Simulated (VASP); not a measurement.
# MgO (CsCl type) (Pm-3m) in VASP: further runs

The runs below take MgO (CsCl type) through single point, with PBE.

All numbers are computed with VASP 6.6.1; they aren't measurements. Logs are shortened: lines on timing, memory, paths and dates and some standing lists are left out, and cuts for length are marked.

## 1. The cell of the first run

It takes space group Pm-3m (No. 221, cubic). The conventional cell has a = 2.549 Å, b = 2.549 Å, c = 2.549 Å, α = 90.00°, β = 90.00°, γ = 90.00°. Mg (site symmetry m-3m) has 8 O at 2.21 Å and 6 Mg at 2.55 Å within 2.9 Å. O (site symmetry m-3m) has 8 Mg at 2.21 Å and 6 O at 2.55 Å within 2.9 Å.

## 2. Single point, PBE (volume scaled by 0.88)

Contents of INCAR:

```
SYSTEM = MgO
PREC     = Accurate       ! precision mode
ENCUT    = 520            ! plane-wave cutoff, eV
EDIFF    = 1E-6           ! SCF threshold, eV
ISMEAR   = -1             ! smearing method
SIGMA    = 0.08           ! smearing width, eV
LREAL    = .False.        ! projectors in reciprocal space
LASPH    = .True.         ! aspherical terms in the spheres
NELM     = 80             ! most SCF steps
ALGO     = Normal         ! electronic algorithm
ISIF     = 2              ! what is computed and relaxed
LWAVE    = .False.        ! write WAVECAR
LCHARG   = .False.        ! write CHGCAR
GGA      = PE             ! functional
NBANDS   = 11             ! bands
```

Contents of KPOINTS:

```
regular mesh
0
Gamma
  15 15 15
  0 0 0
```

Contents of POSCAR:

```
MgO
1.0
    2.5489139909      0.0000000000      0.0000000000
    0.0000000000      2.5489139909      0.0000000000
    0.0000000000      0.0000000000      2.5489139909
Mg O
1 1
Direct
    0.0000000000      0.0000000000      0.0000000000
    0.5000000000      0.5000000000      0.5000000000
```

Potentials or basis: VASP PAW PBE potentials, release 64 (Mg, O).

Started as:

```sh
$ cat potpaw_PBE.64/Mg/POTCAR potpaw_PBE.64/O/POTCAR > POTCAR
$ mpirun -np 1 vasp_std > vasp.out
```

OUTCAR:

```text
SYSTEM = MgO
   PREC = Accurate
   ENCUT = 520
   EDIFF = 1E-6
   ISMEAR = -1
   LREAL = .False.
   LASPH = .True.
   NELM = 80
   ISIF = 2
   GGA = PE

 ion  position               nearest neighbor table
   1  0.000  0.000  0.000-   2 2.21   2 2.21   2 2.21   2 2.21   2 2.21   2 2.21   2 2.21   2 2.21

   2  0.500  0.500  0.500-   1 2.21   1 2.21   1 2.21   1 2.21   1 2.21   1 2.21   1 2.21   1 2.21

  LATTYP: Found a simple cubic cell.
 ALAT       =     2.5489139909

  Lattice vectors:

 A1 = (   2.5489139909,   0.0000000000,   0.0000000000)
 A2 = (   0.0000000000,   2.5489139909,   0.0000000000)
 A3 = (   0.0000000000,   0.0000000000,   2.5489139909)

Analysis of symmetry for initial positions (statically):
=====================================================================
 Subroutine PRICEL returns:
 Original cell was already a primitive cell.

 Routine SETGRP: Setting up the symmetry group for a
 simple cubic supercell.

 Subroutine GETGRP returns: Found 48 space group operations
[... 9 lines left out ...]

 Routine SETGRP: Setting up the symmetry group for a
 simple cubic supercell.

 Subroutine GETGRP returns: Found 48 space group operations
[... 11 lines left out ...]
                                     Primitive cell

  volume of cell :      16.5602

  direct lattice vectors                    reciprocal lattice vectors
     2.548913991  0.000000000  0.000000000     0.392323948  0.000000000  0.000000000
     0.000000000  2.548913991  0.000000000     0.000000000  0.392323948  0.000000000
     0.000000000  0.000000000  2.548913991     0.000000000  0.000000000  0.392323948

  length of vectors
     2.548913991  2.548913991  2.548913991     0.392323948  0.392323948  0.392323948

  position of ions in fractional coordinates (direct lattice)
     0.000000000  0.000000000  0.000000000
     0.500000000  0.500000000  0.500000000

  ion indices of the primitive-cell ions
   primitive index   ion index
                 1           1
                 2           2

----------------------------------------------------------------------------------------

 KPOINTS: regular mesh

Automatic generation of k-mesh.
 Grid dimensions read from file:
 generate k-points for:   15   15   15

 Generating k-lattice:

  Cartesian coordinates                     Fractional coordinates (reciprocal lattice)
     0.026154930  0.000000000  0.000000000     0.066666667  0.000000000  0.000000000
     0.000000000  0.026154930  0.000000000     0.000000000  0.066666667  0.000000000
     0.000000000  0.000000000  0.026154930     0.000000000  0.000000000  0.066666667

  Length of vectors
     0.026154930  0.026154930  0.026154930

  Shift w.r.t. Gamma in fractional coordinates (k-lattice)
     0.000000000  0.000000000  0.000000000

 Subroutine IBZKPT returns following result:
 ===========================================

 Found    120 irreducible k-points:

 Following reciprocal coordinates:
            Coordinates               Weight
  0.000000  0.000000  0.000000      1.000000
  0.066667  0.000000  0.000000      6.000000
  0.133333  0.000000  0.000000      6.000000
  0.200000  0.000000  0.000000      6.000000
  0.266667  0.000000  0.000000      6.000000
  0.333333  0.000000  0.000000      6.000000
[... 16 lines left out ...]
  0.266667  0.200000  0.000000     24.000000
  0.333333  0.200000  0.000000     24.000000
 [... further k-points ...]
   k-points           NKPTS =    120   k-points in BZ     NKDIM =    120   number of bands    NBANDS=     11
   number of dos      NEDOS =    301   number of ions     NIONS =      2
   total plane-waves  NPLWV =   8000
   dimension x,y,z NGX =    20 NGY =   20 NGZ =   20
   dimension x,y,z NGXF=    40 NGYF=   40 NGZF=   40
   ions per type =               1   1
   NGX,Y,Z   is equivalent  to a cutoff of  13.04, 13.04, 13.04 a.u.
   NGXF,Y,Z  is equivalent  to a cutoff of  26.09, 26.09, 26.09 a.u.
 SYSTEM =  MgO
   PREC   = accura    normal or accurate (medium, high low for compatibility)
   ISTART =      0    job   : 0-new  1-cont  2-samecut
   ICHARG =      2    charge: 1-file 2-atom 10-const
   ISPIN  =      1    spin polarized calculation?
   LNONCOLLINEAR =      F non collinear calculations
   LSORBIT =      F    spin-orbit coupling
   LASPH  =      T    aspherical Exc in radial PAW
   ENCUT  =  520.0 eV  38.22 Ry    6.18 a.u.   4.74  4.74  4.74*2*pi/ulx,y,z
   NELM   =     80;   NELMIN=  2; NELMDL= -5     # of ELM steps
   EDIFF  = 0.1E-05   stopping-criterion for ELM
   LREAL  =      F    real-space projection
   EDIFFG = 0.1E-04   stopping-criterion for IOM
   NSW    =      0    number of steps for IOM
   IBRION =     -1    ionic relax: 0-MD 1-quasi-New 2-CG
   NFREE  =      0    steps in history (QN), initial steepest desc. (CG)
   ISIF   =      2    stress and relaxation
   ISYM   =      2    0-nonsym 1-usesym 2-fastsym
   POTIM  = 0.5000    time-step for ionic-motion
   TEBEG  =    0.0;   TEEND  =   0.0 temperature during run
   PSTRESS=    0.0 pullay stress
   NELECT =       8.0000    total number of electrons
   NUPDOWN=      -1.0000    fix difference up-down
   EMIN   =  10.00;   EMAX   =-10.00  energy-range for DOS
   EFERMI =   0.00;   METHOD = LEGACY
   ISMEAR =    -1;   SIGMA  =   0.08  broadening in eV -4-tet -1-fermi 0-gaus
   EFERMI_NEDOS =   21; number of points for ismear=-14 and -15
   IALGO  =     38    algorithm
   IMIX   =      4    mixing-type and parameters
     AMIX     =   0.40;   BMIX     =  1.00
     AMIX_MAG =   1.60;   BMIX_MAG =  1.00
  volume/ion in A,a.u.               =       8.28        55.88
  Fermi-wavevector in a.u.,A,eV,Ry     =   1.284546  2.427440 22.450406  1.650058
  Thomas-Fermi vector in A             =   2.416733
   LORBIT       =      0    0 simple, 1 ext, 2 COOP (PROOUT), +10 PAW based schemes
   GGA     = PE    functional components
   LHFCALC =     F    Hartree Fock is set to
   AEXX    =    0.0000 exact exchange contribution
   IVDW    =     0    specifies the selected vdW correction
   LEPSILON=     F    determine dielectric tensor
   LRPA    =     F    only Hartree local field effects (RPA)
 non-spin polarized calculation
  energy-cutoff  :      520.00
  volume of cell :       16.56
 maximum number of plane-waves:       461
 NGX is ok and might be reduce to    20
   NGX =  9   NGY =  9   NGZ =  9

 number of electron       8.0000007 magnetization

 Free energy of the ion-electron system (eV)
  ---------------------------------------------------
  ext. energy  EPLUGINS =         0.00000000
  ---------------------------------------------------
  free energy    TOTEN  =       -10.26335707 eV

  energy without entropy =      -10.26335707  energy(sigma->0) =      -10.26335707

 E-fermi :   7.5997     XC(G=0): -11.7832

 val. band max:        5.9472426245   @ k =   0.4667   0.4667   0.0000
 cond. band min:       9.4409842849   @ k =   0.0000   0.0000   0.0000
 fundamental gap:      3.4937416604
 Fermi energy:         7.5997185498

 k-point     1 :       0.0000    0.0000    0.0000
  band No.  band energies     occupation
      1     -13.2572      2.00000
      2       4.8414      2.00000
      3       4.8414      2.00000
      4       4.8414      2.00000
      5       9.4410      0.00000
      6      16.5860      0.00000
      7      16.5860      0.00000
      8      27.9243      0.00000
      9      27.9243      0.00000
     10      27.9243      0.00000
     11      34.8000      0.00000

 k-point     2 :       0.0667    0.0000    0.0000
  band No.  band energies     occupation
      1     -13.2055      2.00000
      2       4.4186      2.00000
      3       4.8608      2.00000
      4       4.8608      2.00000
      5       9.7309      0.00000
      6      16.6854      0.00000
      7      16.7409      0.00000
      8      27.8258      0.00000
      9      27.8258      0.00000
     10      27.9804      0.00000
     11      34.3005      0.00000

 k-point     3 :       0.1333    0.0000    0.0000
  band No.  band energies     occupation
      1     -13.0551      2.00000
      2       3.4232      2.00000
      3       4.9164      2.00000
      4       4.9164      2.00000
      5      10.3746      0.00000
      6      16.9828      0.00000
      7      17.1087      0.00000
      8      27.5296      0.00000
      9      27.5296      0.00000
     10      28.2254      0.00000
     11      33.3157      0.00000

 k-point     4 :       0.2000    0.0000    0.0000
  band No.  band energies     occupation
      1     -12.8213      2.00000
      2       2.2315      2.00000
      3       4.9999      2.00000
      4       4.9999      2.00000
      5      11.1139      0.00000
      6      17.4517      0.00000
      7      17.4757      0.00000
      8      27.0511      0.00000
      9      27.0511      0.00000
     10      28.8405      0.00000
     11      31.5950      0.00000

 k-point     5 :       0.2667    0.0000    0.0000
  band No.  band energies     occupation
      1     -12.5318      2.00000
      2       1.0613      2.00000
      3       5.0980      2.00000
      4       5.0980      2.00000
      5      11.8686      0.00000
      6      17.5449      0.00000
      7      18.1578      0.00000
      8      26.4613      0.00000
      9      26.4613      0.00000
     10      29.2948      0.00000
     11      29.9796      0.00000

 k-point     6 :       0.3333    0.0000    0.0000
  band No.  band energies     occupation
      1     -12.2288      2.00000
      2       0.0473      2.00000
      3       5.1943      2.00000
      4       5.1943      2.00000
      5      12.6159      0.00000
      6      17.3291      0.00000
      7      19.0135      0.00000
      8      25.8794      0.00000
      9      25.8794      0.00000
     10      27.2218      0.00000
     11      31.3062      0.00000

 k-point     7 :       0.4000    0.0000    0.0000
  band No.  band energies     occupation
      1     -11.9699      2.00000
      2      -0.7056      2.00000
      3       5.2714      2.00000
      4       5.2714      2.00000
      5      13.3056      0.00000
      6      16.9169      0.00000
      7      19.9933      0.00000
      8      25.4236      0.00000
      9      25.4236      0.00000
     10      25.4294      0.00000
     11      31.0550      0.00000

 k-point     8 :       0.4667    0.0000    0.0000
  band No.  band energies     occupation
      1     -11.8184      2.00000
      2      -1.1096      2.00000
      3       5.3142      2.00000
      4       5.3142      2.00000
      5      13.7859      0.00000
      6      16.5491      0.00000
      7      20.8781      0.00000
      8      24.1377      0.00000
      9      25.1758      0.00000
     10      25.1758      0.00000
     11      30.9383      0.00000
[... 141 lines left out ...]
 k-point    19 :       0.3333    0.1333    0.0000
  band No.  band energies     occupation
      1     -12.0627      2.00000
      2       0.2654      2.00000
      3       4.1422      2.00000
      4       5.2874      2.00000
      5      13.2900      0.00000
      6      17.0872      0.00000
      7      18.7666      0.00000
      8      25.0373      0.00000
      9      25.9822      0.00000
     10      27.7387      0.00000
     11      30.0465      0.00000

 k-point    20 :       0.4000    0.1333    0.0000
  band No.  band energies     occupation
      1     -11.8147      2.00000
      2      -0.4627      2.00000
      3       4.2792      2.00000
      4       5.3686      2.00000
      5      13.9774      0.00000
      6      16.5245      0.00000
      7      19.2465      0.00000
      8      24.4411      0.00000
      9      25.5387      0.00000
     10      27.4797      0.00000
     11      29.8997      0.00000

 k-point    21 :       0.4667    0.1333    0.0000
  band No.  band energies     occupation
      1     -11.6699      2.00000
      2      -0.8538      2.00000
      3       4.3569      2.00000
      4       5.4137      2.00000
      5      14.5511      0.00000
      6      15.9821      0.00000
      7      19.5709      0.00000
      8      24.0285      0.00000
      9      25.2922      0.00000
     10      27.3685      0.00000
     11      29.8437      0.00000

 k-point    22 :       0.2000    0.2000    0.0000
  band No.  band energies     occupation
      1     -12.4171      2.00000
      2       2.2341      2.00000
      3       3.0404      2.00000
      4       5.1753      2.00000
      5      12.5312      0.00000
      6      17.3740      0.00000
      7      18.2127      0.00000
      8      25.5449      0.00000
      9      26.8571      0.00000
     10      28.2622      0.00000
     11      29.9813      0.00000

 k-point    23 :       0.2667    0.2000    0.0000
  band No.  band energies     occupation
      1     -12.1500      2.00000
      2       1.4201      2.00000
      3       2.9898      2.00000
      4       5.2842      2.00000
      5      13.1757      0.00000
      6      17.0726      0.00000
      7      18.5048      0.00000
      8      25.2238      0.00000
      9      26.5455      0.00000
     10      27.6874      0.00000
     11      29.3072      0.00000

 k-point    24 :       0.3333    0.2000    0.0000
  band No.  band energies     occupation
      1     -11.8723      2.00000
      2       0.5135      2.00000
      3       3.1735      2.00000
      4       5.3912      2.00000
      5      13.7897      0.00000
      6      16.5865      0.00000
      7      18.7669      0.00000
      8      24.7052      0.00000
      9      26.0944      0.00000
     10      27.8014      0.00000
     11      28.9801      0.00000

 [... further k-points ...]
[... 5 lines left out ...]
  --------------------------------------------------------------------------------------
  -------------------------------------------------------------------------------------
  Total        2.2971223      2.2971223      2.2971223     -0.0000000      0.0000000     -0.0000000
  in kB      222.2435453    222.2435453    222.2435453     -0.0000000      0.0000000     -0.0000000
  external PRESSURE =     222.2435453 kB  Pullay stress =       0.0000000 kB

 VOLUME and BASIS-vectors are now :
 -----------------------------------------------------------------------------
  energy-cutoff  :      520.00
  volume of cell :       16.56
      direct lattice vectors                 reciprocal lattice vectors
     2.548913991  0.000000000  0.000000000     0.392323948  0.000000000  0.000000000
     0.000000000  2.548913991  0.000000000     0.000000000  0.392323948  0.000000000
     0.000000000  0.000000000  2.548913991     0.000000000  0.000000000  0.392323948

 POSITION                                       TOTAL-FORCE (eV/Angst)
 -----------------------------------------------------------------------------------
      0.00000      0.00000      0.00000         0.000000      0.000000      0.000000
      1.27446      1.27446      1.27446         0.000000      0.000000      0.000000
 -----------------------------------------------------------------------------------
    total drift:                                0.000000      0.000000      0.000000

  FREE ENERGIE OF THE ION-ELECTRON SYSTEM (eV)
  ---------------------------------------------------
  free  energy   TOTEN  =       -10.2633570730 eV

  energy  without entropy=      -10.2633570730  energy(sigma->0) =      -10.26335707
```

Wall time 23 s (1 thread of AMD EPYC 7R13, shared host); peak memory 0.14 GiB.

What came out:

```yaml
Free_energy: -10.2634 eV
Pressure: 22.2 GPa
Band_gap_on_the_k_mesh: 3.49 eV, indirect (least direct gap 4.60 eV)
```

 A k mesh can miss the band edges.

## 3. Single point, PBE (volume scaled by 0.94)

Contents of INCAR:

```
SYSTEM = MgO
  ALGO = Normal
  EDIFF = 1E-6
  ENCUT = 520
  GGA = PE
  ISIF = 2
  ISMEAR = -1
  LASPH = .True.
  LCHARG = .False.
  LREAL = .False.
  LWAVE = .False.
  NBANDS = 11
  NELM = 80
  PREC = Accurate
  SIGMA = 0.08
```

Contents of KPOINTS:

```
k-points
0
Gamma
  15 15 15
  0 0 0
```

Contents of POSCAR:

```
MgO
1.0
    2.6055749781      0.0000000000      0.0000000000
    0.0000000000      2.6055749781      0.0000000000
    0.0000000000      0.0000000000      2.6055749781
Mg O
1 1
Direct
    0.0000000000      0.0000000000      0.0000000000
    0.5000000000      0.5000000000      0.5000000000
```

Potentials or basis: VASP PAW PBE potentials, release 64 (Mg, O).

Started as:

```sh
$ cat potpaw_PBE.64/Mg/POTCAR potpaw_PBE.64/O/POTCAR > POTCAR
$ mpirun -np 1 vasp_std > vasp.out
```

It took 26 s on 1 thread of AMD EPYC 7R13, shared host; peak memory 0.14 GiB.

Results (log left out):

```yaml
Free_energy: -10.3723 eV
Pressure: 9.0 GPa
Band_gap_on_the_k_mesh: 2.83 eV, indirect (least direct gap 3.86 eV)
```

Levels at points of the mesh, in eV from the valence-band top:
| k point | band 1 | band 2 | band 3 | band 4 | band 5 | band 6 | band 7 | band 8 | band 9 |
| --- | --- | --- | --- | --- | --- | --- | --- | --- | --- |
| (0.00, 0.00, 0.00) | -18.72 | -1.03 | -1.03 | -1.03 | 2.83 | 10.52 | 10.52 | 20.84 | 20.84 |

[end of part 1 of 2]
